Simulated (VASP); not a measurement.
# Cs3Pt (C2) in VASP: single point with PBEsol

Aim: the single point of Cs3Pt with PBEsol.

All numbers are computed with VASP 6.6.1; they aren't measurements. Logs are shortened: lines on timing, memory, paths and dates and some standing lists are left out, and cuts for length are marked.

## Step 1: The cell of the first run

Symmetry: C2, No. 5, monoclinic system. The conventional cell has a = 7.819 Å, b = 8.338 Å, c = 5.367 Å, α = 90.00°, β = 93.78°, γ = 90.00°. Within 4.9 Å of Cs (site symmetry 2) lie 8 Cs at 3.75 to 4.09 Å and 4 Pt at 3.88 to 4.45 Å. Cs (site symmetry 1) has 8 Cs at 3.75 to 4.17 Å and 4 Pt at 3.77 to 4.06 Å within 4.9 Å. Pt (site symmetry 2) has 12 Cs at 3.77 to 4.45 Å within 5.0 Å.

## Step 2: Single point, PBEsol (strained and its atoms moved)

File INCAR:

```
PREC     = Accurate       # precision mode
ENCUT    = 520            # plane-wave cutoff, eV
EDIFF    = 1E-6           # SCF threshold, eV
ISMEAR   = 0              # smearing method
SIGMA    = 0.1            # smearing width, eV
LREAL    = F              # projectors in reciprocal space
LASPH    = T              # aspherical terms in the spheres
NELM     = 80             # most SCF steps
ALGO     = Fast           # electronic algorithm
ISIF     = 2              # what is computed and relaxed
LWAVE    = F              # write WAVECAR
LCHARG   = F              # write CHGCAR
GGA      = PS             # functional
NBANDS   = 26             # bands
```

File KPOINTS:

```
Automatic mesh
0
Gamma
  6 6 8
```

File POSCAR:

```
Cs3Pt
1.0
    5.7108055548     -0.1850004491      0.1271661425
   -0.1850004491      5.7108055548      0.1271661425
    0.1271661425      0.1271661425      5.3641463748
Cs Pt
3 1
Direct
    0.0184028395     -0.0184028395      0.5000000000
   -0.0031636295      0.4994324395     -0.0005377134
    0.5005675605      0.0031636295      0.0005377134
    0.4841932296      0.5158067704      0.5000000000
```

Potentials or basis: VASP PAW PBE potentials, release 64 (Cs_sv, Pt).

Run with:

```bash
$ cat potpaw_PBE.64/Cs_sv/POTCAR potpaw_PBE.64/Pt/POTCAR > POTCAR
$ mpirun -np 1 vasp_std > vasp.out
```

OUTCAR:

```text
PREC = Accurate
   ENCUT = 520
   EDIFF = 1E-6
   ISMEAR = 0
   LREAL = F
   LASPH = T
   NELM = 80
   ISIF = 2
   GGA = PS

 ion  position               nearest neighbor table
   1  0.018  0.982  0.500-
   2  0.997  0.499  0.999-
   3  0.501  0.003  0.001-
   4  0.484  0.516  0.500-

  LATTYP: Found a base centered monoclinic cell.
 ALAT       =     7.8188061137
 B/A-ratio  =     1.0663941132
 C/A-ratio  =     0.6864424233
 COS(beta)  =    -0.0659997719

  Lattice vectors:

 A1 = (  -5.7108055548,   0.1850004491,  -0.1271661425)
 A2 = (   0.1850004491,  -5.7108055548,  -0.1271661425)
 A3 = (   0.1271661425,   0.1271661425,   5.3641463748)

Analysis of symmetry for initial positions (statically):
=====================================================================
 Subroutine PRICEL returns:
 Original cell was already a primitive cell.

 Routine SETGRP: Setting up the symmetry group for a
 base centered monoclinic supercell.

 Subroutine GETGRP returns: Found  2 space group operations
 (whereof  2 operations were pure point group operations)
 out of a pool of  4 trial point group operations.

The static configuration has the point symmetry C_2 .

Analysis of symmetry for dynamics (positions and initial velocities):
=====================================================================
 Subroutine PRICEL returns:
 Original cell was already a primitive cell.

 Routine SETGRP: Setting up the symmetry group for a
 base centered monoclinic supercell.

 Subroutine GETGRP returns: Found  2 space group operations
 (whereof  2 operations were pure point group operations)
 out of a pool of  4 trial point group operations.

The dynamic configuration has the point symmetry C_2 .

 Subroutine INISYM returns: Found  2 space group operations
 (whereof  2 operations are pure point group operations),
 and found     1 'primitive' translations

----------------------------------------------------------------------------------------

                                     Primitive cell

  volume of cell :     174.5682

  direct lattice vectors                    reciprocal lattice vectors
     5.710805555 -0.185000449  0.127166142     0.175389437  0.005777344 -0.004294864
    -0.185000449  5.710805555  0.127166142     0.005777344  0.175389437 -0.004294864
[... 82 lines left out ...]
   ICHARG =      2    charge: 1-file 2-atom 10-const
   ISPIN  =      1    spin polarized calculation?
   LNONCOLLINEAR =      F non collinear calculations
   LSORBIT =      F    spin-orbit coupling
   LASPH  =      T    aspherical Exc in radial PAW
   ENCUT  =  520.0 eV  38.22 Ry    6.18 a.u.  10.63 10.63  9.98*2*pi/ulx,y,z
   NELM   =     80;   NELMIN=  2; NELMDL= -5     # of ELM steps
   EDIFF  = 0.1E-05   stopping-criterion for ELM
   LREAL  =      F    real-space projection
   EDIFFG = 0.1E-04   stopping-criterion for IOM
   NSW    =      0    number of steps for IOM
   IBRION =     -1    ionic relax: 0-MD 1-quasi-New 2-CG
   NFREE  =      0    steps in history (QN), initial steepest desc. (CG)
   ISIF   =      2    stress and relaxation
   ISYM   =      2    0-nonsym 1-usesym 2-fastsym
   POTIM  = 0.5000    time-step for ionic-motion
   TEBEG  =    0.0;   TEEND  =   0.0 temperature during run
   PSTRESS=    0.0 pullay stress
   NELECT =      37.0000    total number of electrons
   NUPDOWN=      -1.0000    fix difference up-down
   EMIN   =  10.00;   EMAX   =-10.00  energy-range for DOS
   EFERMI =   0.00;   METHOD = LEGACY
   ISMEAR =     0;   SIGMA  =   0.10  broadening in eV -4-tet -1-fermi 0-gaus
   EFERMI_NEDOS =   21; number of points for ismear=-14 and -15
   IALGO  =     68    algorithm
   IMIX   =      4    mixing-type and parameters
     AMIX     =   0.40;   BMIX     =  1.00
     AMIX_MAG =   1.60;   BMIX_MAG =  1.00
  volume/ion in A,a.u.               =      43.64       294.51
  Fermi-wavevector in a.u.,A,eV,Ry     =   0.976084  1.844530 12.962802  0.952739
  Thomas-Fermi vector in A             =   2.106674
   LORBIT       =      0    0 simple, 1 ext, 2 COOP (PROOUT), +10 PAW based schemes
   GGA     = PS    functional components
   LHFCALC =     F    Hartree Fock is set to
   AEXX    =    0.0000 exact exchange contribution
   IVDW    =     0    specifies the selected vdW correction
   LEPSILON=     F    determine dielectric tensor
   LRPA    =     F    only Hartree local field effects (RPA)
 non-spin polarized calculation
 RMM-DIIS sequential band-by-band and
 Gauss-broadening in eV      SIGMA  =   0.10
  energy-cutoff  :      520.00
  volume of cell :      174.57
 maximum number of plane-waves:      4729
 NGX is ok and might be reduce to    48
   NGX = 21   NGY = 21   NGZ = 19

 number of electron      37.0000000 magnetization

 Free energy of the ion-electron system (eV)
  ---------------------------------------------------
  ext. energy  EPLUGINS =         0.00000000
  ---------------------------------------------------
  free energy    TOTEN  =        -8.74904939 eV

  energy without entropy =       -8.73832137  energy(sigma->0) =       -8.74368538

 E-fermi :   3.2839     XC(G=0):  -8.4902

 val. band max:        3.2736499647   @ k =   0.1667   0.1667   0.3750
 cond. band min:       3.2847432805   @ k =  -0.3333   0.3333   0.2500
 fundamental gap:      0.0110933158
 Fermi energy:         3.2838629354

 k-point     1 :       0.0000    0.0000    0.0000
  band No.  band energies     occupation
      1     -20.4901      2.00000
      2     -20.1253      2.00000
      3     -20.0731      2.00000
      4      -7.9904      2.00000
      5      -7.9680      2.00000
      6      -7.6548      2.00000
[... 685 lines left out ...]
     25       5.5070      0.00000
     26       6.5300      0.00000

 [... further k-points ...]
[... 5 lines left out ...]
  --------------------------------------------------------------------------------------
  -------------------------------------------------------------------------------------
  Total       -1.1546881     -1.1546881     -0.0461705      0.3357789     -0.3380300     -0.3380300
  in kB      -10.5976609    -10.5976609     -0.4237500      3.0817592     -3.1024200     -3.1024199
  external PRESSURE =      -7.2063572 kB  Pullay stress =       0.0000000 kB

 VOLUME and BASIS-vectors are now :
 -----------------------------------------------------------------------------
  energy-cutoff  :      520.00
  volume of cell :      174.57
      direct lattice vectors                 reciprocal lattice vectors
     5.710805555 -0.185000449  0.127166142     0.175389437  0.005777344 -0.004294864
    -0.185000449  5.710805555  0.127166142     0.005777344  0.175389437 -0.004294864
     0.127166142  0.127166142  5.364146375    -0.004294864 -0.004294864  0.186626586

 POSITION                                       TOTAL-FORCE (eV/Angst)
 -----------------------------------------------------------------------------------
     -0.01292      5.66589      2.80924        -0.028573      0.028573     -0.000000
      5.72744      2.79484      5.55154         0.024904     -0.055543      0.035189
      2.85813     -0.07447      0.06694         0.055543     -0.024904     -0.035189
      2.73329      2.91968      2.80924        -0.051875      0.051875      0.000000
 -----------------------------------------------------------------------------------
    total drift:                                0.000071     -0.000071      0.000000

  FREE ENERGIE OF THE ION-ELECTRON SYSTEM (eV)
  ---------------------------------------------------
  free  energy   TOTEN  =        -8.7490493900 eV

  energy  without entropy=       -8.7383213747  energy(sigma->0) =       -8.74368538
```

OSZICAR:

```text
N       E                     dE             d eps       ncg     rms          rms(c)
DAV:   1     0.248842685417E+03    0.24884E+03   -0.14948E+04  4628   0.117E+03
DAV:   2     0.109229124289E+02   -0.23792E+03   -0.22976E+03  6310   0.214E+02
DAV:   3    -0.941925038734E+01   -0.20342E+02   -0.20223E+02  6008   0.676E+01
DAV:   4    -0.968453255180E+01   -0.26528E+00   -0.26455E+00  5518   0.860E+00
DAV:   5    -0.968759549916E+01   -0.30629E-02   -0.30604E-02  5974   0.921E-01    0.300E+00
RMM:   6    -0.888561775165E+01    0.80198E+00   -0.21345E+00  4720   0.412E+00    0.296E+00
RMM:   7    -0.877944729940E+01    0.10617E+00   -0.51751E-01  5670   0.290E+00    0.114E+00
RMM:   8    -0.874464219729E+01    0.34805E-01   -0.21433E-01  5803   0.158E+00    0.355E-01
RMM:   9    -0.874834018069E+01   -0.36980E-02   -0.45762E-02  6187   0.579E-01    0.124E-01
RMM:  10    -0.874888088436E+01   -0.54070E-03   -0.52658E-03  6357   0.257E-01    0.481E-02
RMM:  11    -0.874904792676E+01   -0.16704E-03   -0.15151E-03  6545   0.905E-02    0.182E-02
RMM:  12    -0.874904996972E+01   -0.20430E-05   -0.97733E-05  5978   0.437E-02    0.998E-03
RMM:  13    -0.874904918126E+01    0.78847E-06   -0.28317E-05  5744   0.189E-02    0.359E-03
RMM:  14    -0.874904962661E+01   -0.44536E-06   -0.10721E-05  5386   0.848E-03    0.314E-03
RMM:  15    -0.874904939002E+01    0.23660E-06   -0.20786E-06  4577   0.528E-03
   1 F= -.87490494E+01 E0= -.87436854E+01  d E =-.107280E-01
```

stdout:

```text
POSCAR found type information on POSCAR CsPt
 POSCAR found :  2 types and       4 ions
 scaLAPACK will be used
 -----------------------------------------------------------------------------
|                                                                             |
|                                                                             |
|     You enforced a specific xc type in the INCAR file but a different       |
|     I HOPE YOU KNOW WHAT YOU ARE DOING!                                     |
|                                                                             |
 -----------------------------------------------------------------------------

 LDA part: xc-table for (Slater+PW92), standard interpolation
 POSCAR, INCAR and KPOINTS ok, starting setup
 FFT: planning ... GRIDC
 FFT: planning ... GRID_SOFT
 FFT: planning ... GRID
 WAVECAR not read
 entering main loop
```

It took 6.8 min on 1 thread of Oxide Virtual Turin-like, shared host; peak memory 0.5 GiB.

Results:

```yaml
Free_energy: -8.7490 eV
Pressure: -0.7 GPa
Largest_force: 0.073 eV/Å
Band_gap_on_the_k_mesh: zero (an odd number of electrons rules out a gap without spin polarisation)
```

Forces in eV/Å, atoms in the order of the input:
```
Cs  -0.029  0.029  0.000
Cs   0.025 -0.056  0.035
Cs   0.056 -0.025 -0.035
Pt  -0.052  0.052  0.000
```

Levels at points of the mesh, in eV from the Fermi level:
| k point | band 16 | band 17 | band 18 | band 19 | band 20 | band 21 |
| --- | --- | --- | --- | --- | --- | --- |
| (0.00, 0.00, 0.00) | -1.68 | -1.63 | -1.63 | -1.23 | 1.24 | 1.27 |
| (0.50, 0.00, 0.00) | -1.43 | -1.42 | -1.36 | -0.51 | 0.05 | 1.27 |
| (0.50, 0.50, 0.00) | -1.37 | -1.37 | -1.35 | 0.41 | 0.65 | 1.11 |
| (0.00, 0.00, 0.50) | -1.37 | -1.36 | -1.31 | -0.37 | 0.37 | 1.17 |
| (0.50, 0.00, 0.50) | -1.43 | -1.37 | -1.30 | 0.58 | 0.68 | 0.81 |
| (0.50, 0.50, 0.50) | -1.65 | -1.45 | -1.34 | 0.69 | 0.87 | 1.12 |

Caveat: the cell differs from its parent crystal (strained and its atoms moved); the PAW data sets were made with another functional, which shifts forces and pressure a little; spin-orbit coupling is left out, which moves the levels of the heavy elements.
